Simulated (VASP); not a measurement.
# Si (Fd-3m) in VASP: further runs

Runs on Si. Level: PBE. Tasks: single point.

Everything below comes from runs of VASP 6.6.1. Logs are shortened: lines on timing, memory, paths and dates and some standing lists are left out, and cuts for length are marked.

## 1. The cell of the first run

Symmetry: Fd-3m, No. 227, cubic system. Conventional cell: a = 4.810 Å, b = 4.810 Å, c = 4.810 Å, α = 90.00°, β = 90.00°, γ = 90.00°. Within 2.8 Å of Si (site symmetry -43m) lie 4 Si at 2.08 Å.

## 2. Single point, PBE (volume scaled by 0.680)

INCAR

```
SYSTEM = Si
PREC     = Accurate       ! precision mode
ENCUT    = 520            ! plane-wave cutoff, eV
EDIFF    = 1E-7           ! SCF threshold, eV
ISMEAR   = 0              ! smearing method
SIGMA    = 0.05           ! smearing width, eV
LREAL    = .False.        ! projectors in reciprocal space
LASPH    = .True.         ! aspherical terms in the spheres
NELM     = 60             ! most SCF steps
ALGO     = Normal         ! electronic algorithm
ISIF     = 2              ! what is computed and relaxed
LWAVE    = .False.        ! write WAVECAR
LCHARG   = .False.        ! write CHGCAR
GGA      = PE             ! functional
NBANDS   = 11             ! bands
```

KPOINTS

```
regular mesh
0
Gamma
  16 16 16
  0 0 0
```

POSCAR

```
Si
1.0
    0.0000000000      2.4051930673      2.4051930673
    2.4051930673      0.0000000000      2.4051930673
    2.4051930673      2.4051930673      0.0000000000
Si
2
Direct
    0.7500000000      0.7500000000      0.7500000000
    0.5000000000      0.5000000000      0.5000000000
```

Potentials or basis: VASP PAW PBE potentials, release 64 (Si).

Run with:

```bash
$ cat potpaw_PBE.64/Si/POTCAR > POTCAR
$ mpirun -np 1 vasp_std > vasp.out
```

OUTCAR:

```text
SYSTEM = Si
   PREC = Accurate
   ENCUT = 520
   EDIFF = 1E-7
   ISMEAR = 0
   LREAL = .False.
   LASPH = .True.
   NELM = 60
   ISIF = 2
   GGA = PE

 ion  position               nearest neighbor table
   1  0.750  0.750  0.750-   2 2.08   2 2.08   2 2.08   2 2.08
   2  0.500  0.500  0.500-   1 2.08   1 2.08   1 2.08   1 2.08

  LATTYP: Found a face centered cubic cell.
 ALAT       =     4.8103861346

  Lattice vectors:

 A1 = (   0.0000000000,   2.4051930673,   2.4051930673)
 A2 = (   2.4051930673,   0.0000000000,   2.4051930673)
 A3 = (   2.4051930673,   2.4051930673,   0.0000000000)

Analysis of symmetry for initial positions (statically):
=====================================================================
 Subroutine PRICEL returns:
 Original cell was already a primitive cell.

 Routine SETGRP: Setting up the symmetry group for a
 face centered cubic supercell.

 Subroutine GETGRP returns: Found 48 space group operations
 (whereof 24 operations were pure point group operations)
 out of a pool of 48 trial point group operations.

The static configuration has the point symmetry T_d .
 The point group associated with its full space group is O_h .

Analysis of symmetry for dynamics (positions and initial velocities):
=====================================================================
 Subroutine PRICEL returns:
 Original cell was already a primitive cell.

 Routine SETGRP: Setting up the symmetry group for a
 face centered cubic supercell.

 Subroutine GETGRP returns: Found 48 space group operations
 (whereof 24 operations were pure point group operations)
 out of a pool of 48 trial point group operations.

The dynamic configuration has the point symmetry T_d .
 The point group associated with its full space group is O_h .

 Subroutine INISYM returns: Found 48 space group operations
 (whereof 24 operations are pure point group operations),
 and found     1 'primitive' translations

----------------------------------------------------------------------------------------

                                     Primitive cell

  volume of cell :      27.8279

  direct lattice vectors                    reciprocal lattice vectors
     0.000000000  2.405193067  2.405193067    -0.207883520  0.207883520  0.207883520
     2.405193067  0.000000000  2.405193067     0.207883520 -0.207883520  0.207883520
     2.405193067  2.405193067  0.000000000     0.207883520  0.207883520 -0.207883520

  length of vectors
     3.401456656  3.401456656  3.401456656     0.360064818  0.360064818  0.360064818

  position of ions in fractional coordinates (direct lattice)
     0.750000000  0.750000000  0.750000000
     0.500000000  0.500000000  0.500000000

  ion indices of the primitive-cell ions
   primitive index   ion index
                 1           1
                 2           2

----------------------------------------------------------------------------------------

 KPOINTS: regular mesh

Automatic generation of k-mesh.
 Grid dimensions read from file:
 generate k-points for:   16   16   16

 Generating k-lattice:

  Cartesian coordinates                     Fractional coordinates (reciprocal lattice)
    -0.012992720  0.012992720  0.012992720     0.062500000  0.000000000  0.000000000
     0.012992720 -0.012992720  0.012992720     0.000000000  0.062500000  0.000000000
     0.012992720  0.012992720 -0.012992720     0.000000000  0.000000000  0.062500000

  Length of vectors
     0.022504051  0.022504051  0.022504051

  Shift w.r.t. Gamma in fractional coordinates (k-lattice)
     0.000000000  0.000000000  0.000000000

 Subroutine IBZKPT returns following result:
 ===========================================

 Found    145 irreducible k-points:

 Following reciprocal coordinates:
            Coordinates               Weight
  0.000000  0.000000  0.000000      1.000000
  0.062500  0.000000  0.000000      8.000000
  0.125000  0.000000  0.000000      8.000000
  0.187500  0.000000  0.000000      8.000000
  0.250000  0.000000  0.000000      8.000000
  0.312500  0.000000  0.000000      8.000000
[... 16 lines left out ...]
 -0.125000  0.062500  0.000000     24.000000
 -0.062500  0.062500  0.000000     12.000000
 [... further k-points ...]
   k-points           NKPTS =    145   k-points in BZ     NKDIM =    145   number of bands    NBANDS=     11
   number of dos      NEDOS =    301   number of ions     NIONS =      2
   total plane-waves  NPLWV =  21952
   dimension x,y,z NGX =    28 NGY =   28 NGZ =   28
   dimension x,y,z NGXF=    56 NGYF=   56 NGZF=   56
   ions per type =               2
   NGX,Y,Z   is equivalent  to a cutoff of  13.68, 13.68, 13.68 a.u.
   NGXF,Y,Z  is equivalent  to a cutoff of  27.37, 27.37, 27.37 a.u.
 SYSTEM =  Si
   PREC   = accura    normal or accurate (medium, high low for compatibility)
   ISTART =      0    job   : 0-new  1-cont  2-samecut
   ICHARG =      2    charge: 1-file 2-atom 10-const
   ISPIN  =      1    spin polarized calculation?
   LNONCOLLINEAR =      F non collinear calculations
   LSORBIT =      F    spin-orbit coupling
   LASPH  =      T    aspherical Exc in radial PAW
   ENCUT  =  520.0 eV  38.22 Ry    6.18 a.u.   6.32  6.32  6.32*2*pi/ulx,y,z
   NELM   =     60;   NELMIN=  2; NELMDL= -5     # of ELM steps
   EDIFF  = 0.1E-06   stopping-criterion for ELM
   LREAL  =      F    real-space projection
   EDIFFG = 0.1E-05   stopping-criterion for IOM
   NSW    =      0    number of steps for IOM
   IBRION =     -1    ionic relax: 0-MD 1-quasi-New 2-CG
   NFREE  =      0    steps in history (QN), initial steepest desc. (CG)
   ISIF   =      2    stress and relaxation
   ISYM   =      2    0-nonsym 1-usesym 2-fastsym
   POTIM  = 0.5000    time-step for ionic-motion
   TEBEG  =    0.0;   TEEND  =   0.0 temperature during run
   PSTRESS=    0.0 pullay stress
   NELECT =       8.0000    total number of electrons
   NUPDOWN=      -1.0000    fix difference up-down
   EMIN   =  10.00;   EMAX   =-10.00  energy-range for DOS
   EFERMI =   0.00;   METHOD = LEGACY
   ISMEAR =     0;   SIGMA  =   0.05  broadening in eV -4-tet -1-fermi 0-gaus
   EFERMI_NEDOS =   21; number of points for ismear=-14 and -15
   IALGO  =     38    algorithm
   IMIX   =      4    mixing-type and parameters
     AMIX     =   0.40;   BMIX     =  1.00
     AMIX_MAG =   1.60;   BMIX_MAG =  1.00
  volume/ion in A,a.u.               =      13.91        93.90
  Fermi-wavevector in a.u.,A,eV,Ry     =   1.080467  2.041787 15.883566  1.167409
  Thomas-Fermi vector in A             =   2.216459
   LORBIT       =      0    0 simple, 1 ext, 2 COOP (PROOUT), +10 PAW based schemes
   GGA     = PE    functional components
   LHFCALC =     F    Hartree Fock is set to
   AEXX    =    0.0000 exact exchange contribution
   IVDW    =     0    specifies the selected vdW correction
   LEPSILON=     F    determine dielectric tensor
   LRPA    =     F    only Hartree local field effects (RPA)
 non-spin polarized calculation
 Gauss-broadening in eV      SIGMA  =   0.05
  energy-cutoff  :      520.00
  volume of cell :       27.83
 maximum number of plane-waves:       763
 NGX is ok and might be reduce to    28
   NGX = 13   NGY = 13   NGZ = 13

 number of electron       8.0000000 magnetization

 Free energy of the ion-electron system (eV)
  ---------------------------------------------------
  ext. energy  EPLUGINS =         0.00000000
  ---------------------------------------------------
  free energy    TOTEN  =        -8.63813270 eV

  energy without entropy =       -8.63783703  energy(sigma->0) =       -8.63798487

 E-fermi :   9.9898     XC(G=0): -10.9059

 val. band max:        9.9581291565   @ k =   0.5000   0.4375   0.0000
 cond. band min:       9.9947957727   @ k =   0.3750   0.3750   0.0000
 fundamental gap:      0.0366666162
 Fermi energy:         9.9897843427

 k-point     1 :       0.0000    0.0000    0.0000
  band No.  band energies     occupation
      1      -4.7102      2.00000
      2      10.1725      0.00000
      3      10.1725      0.00000
      4      10.1725      0.00000
      5      12.7977      0.00000
      6      12.7977      0.00000
      7      12.7977      0.00000
      8      17.9512      0.00000
      9      17.9512      0.00000
     10      18.1253      0.00000
     11      19.8280      0.00000

 k-point     2 :       0.0625    0.0000    0.0000
  band No.  band energies     occupation
      1      -4.6411      2.00000
      2       9.5500      2.00000
      3      10.0477      0.10143
      4      10.0477      0.10143
      5      12.9813      0.00000
      6      12.9813      0.00000
      7      13.0503      0.00000
      8      17.7299      0.00000
      9      17.7299      0.00000
     10      18.3424      0.00000
     11      20.1142      0.00000

 k-point     3 :       0.1250    0.0000    0.0000
  band No.  band energies     occupation
      1      -4.4346      2.00000
      2       8.2544      2.00000
      3       9.7636      2.00000
      4       9.7636      2.00000
      5      13.3222      0.00000
      6      13.3984      0.00000
      7      13.3984      0.00000
      8      17.3056      0.00000
      9      17.3056      0.00000
     10      18.8945      0.00000
     11      20.7881      0.00000

 k-point     4 :       0.1875    0.0000    0.0000
  band No.  band energies     occupation
      1      -4.0929      2.00000
      2       6.7829      2.00000
      3       9.4484      2.00000
      4       9.4484      2.00000
      5      13.3689      0.00000
      6      13.7658      0.00000
      7      13.7658      0.00000
      8      17.1003      0.00000
      9      17.1003      0.00000
     10      19.3949      0.00000
     11      21.1765      0.00000
[... 239 lines left out ...]
 k-point    22 :      -0.1875    0.0625    0.0000
  band No.  band energies     occupation
      1      -3.8890      2.00000
      2       6.3158      2.00000
      3       8.5489      2.00000
      4       9.6684      2.00000
      5      13.5817      0.00000
      6      13.6270      0.00000
      7      14.1618      0.00000
      8      16.4571      0.00000
      9      17.3187      0.00000
     10      20.1155      0.00000
     11      21.6105      0.00000

 k-point    23 :      -0.1250    0.0625    0.0000
  band No.  band energies     occupation
      1      -4.2744      2.00000
      2       7.7737      2.00000
      3       8.8757      2.00000
      4       9.9564      1.65462
      5      13.2742      0.00000
      6      13.5513      0.00000
      7      13.9549      0.00000
      8      16.6110      0.00000
      9      17.3224      0.00000
     10      19.5993      0.00000
     11      21.2486      0.00000

 k-point    24 :      -0.0625    0.0625    0.0000
  band No.  band energies     occupation
      1      -4.5262      2.00000
      2       9.0191      2.00000
      3       9.3512      2.00000
      4      10.1225      0.00017
      5      12.9755      0.00000
      6      13.2421      0.00000
      7      13.5509      0.00000
      8      17.1421      0.00000
      9      17.6276      0.00000
     10      18.8298      0.00000
     11      20.5552      0.00000

 [... further k-points ...]
[... 5 lines left out ...]
  --------------------------------------------------------------------------------------
  -------------------------------------------------------------------------------------
  Total       12.9309869     12.9309869     12.9309869      0.0000000      0.0000000      0.0000000
  in kB      744.4961049    744.4961049    744.4961049      0.0000000      0.0000000      0.0000000
  external PRESSURE =     744.4961049 kB  Pullay stress =       0.0000000 kB

 VOLUME and BASIS-vectors are now :
 -----------------------------------------------------------------------------
  energy-cutoff  :      520.00
  volume of cell :       27.83
      direct lattice vectors                 reciprocal lattice vectors
     0.000000000  2.405193067  2.405193067    -0.207883520  0.207883520  0.207883520
     2.405193067  0.000000000  2.405193067     0.207883520 -0.207883520  0.207883520
     2.405193067  2.405193067  0.000000000     0.207883520  0.207883520 -0.207883520

 POSITION                                       TOTAL-FORCE (eV/Angst)
 -----------------------------------------------------------------------------------
      3.60779      3.60779      3.60779         0.000000      0.000000      0.000000
      2.40519      2.40519      2.40519        -0.000000     -0.000000     -0.000000
 -----------------------------------------------------------------------------------
    total drift:                               -0.000000      0.000000     -0.000000

  FREE ENERGIE OF THE ION-ELECTRON SYSTEM (eV)
  ---------------------------------------------------
  free  energy   TOTEN  =        -8.6381327015 eV

  energy  without entropy=       -8.6378370306  energy(sigma->0) =       -8.63798487
```

Run time: 43 s. Hardware: 1 thread of Intel Xeon Platinum 8259CL at 2.50GHz (Skylake/Cascade Lake), shared host; peak memory 0.17 GiB.

Results:

- Free energy: -8.6381 eV
- Pressure: 74.4 GPa
- Band gap on the k mesh: zero (band 4 reaches 10.17 eV, above the bottom of band 5 at 9.84 eV)

## 3. Single point, PBE (volume scaled by 0.960)

INCAR

```
SYSTEM = Si
PREC     = Accurate       ! precision mode
ENCUT    = 520            ! plane-wave cutoff, eV
EDIFF    = 1E-6           ! SCF threshold, eV
ISMEAR   = 0              ! smearing method
SIGMA    = 0.05           ! smearing width, eV
LREAL    = .FALSE.        ! projectors in reciprocal space
LASPH    = .TRUE.         ! aspherical terms in the spheres
NELM     = 60             ! most SCF steps
ALGO     = Normal         ! electronic algorithm
ISIF     = 2              ! what is computed and relaxed
LWAVE    = .FALSE.        ! write WAVECAR
LCHARG   = .FALSE.        ! write CHGCAR
GGA      = PE             ! functional
NBANDS   = 11             ! bands
```

KPOINTS

```
regular mesh
0
G
  14 14 14
  0 0 0
```

POSCAR

```
Si
1.0
    0.0000000000      2.6981787451      2.6981787451
    2.6981787451      0.0000000000      2.6981787451
    2.6981787451      2.6981787451      0.0000000000
Si
2
Direct
    0.7500000000      0.7500000000      0.7500000000
    0.5000000000      0.5000000000      0.5000000000
```

Potentials or basis: VASP PAW PBE potentials, release 64 (Si).

Run with:

```bash
$ cat potpaw_PBE.64/Si/POTCAR > POTCAR
$ mpirun -np 1 vasp_std > vasp.out
```

Wall time 31 s (1 thread of Intel Xeon Platinum 8259CL at 2.50GHz (Skylake/Cascade Lake), shared host); peak memory 0.17 GiB.

The run converged. Its results:

* Free energy: -10.8312 eV
* Pressure: 3.9 GPa
* Band gap on the k mesh: 0.54 eV, indirect (least direct gap 2.57 eV)

Levels at points of the mesh, in eV from the valence-band top:
```csv
k point,band 1,band 2,band 3,band 4,band 5,band 6,band 7,band 8
"(0.00, 0.00, 0.00)",-12.09,0.00,0.00,0.00,2.57,2.57,2.57,3.59
"(0.50, 0.00, 0.00)",-9.71,-7.06,-1.21,-1.21,1.61,3.33,3.33,7.75
"(0.50, 0.50, 0.00)",-7.88,-7.88,-2.90,-2.90,0.67,0.67,10.28,10.28
```

 A k mesh can miss the band edges.
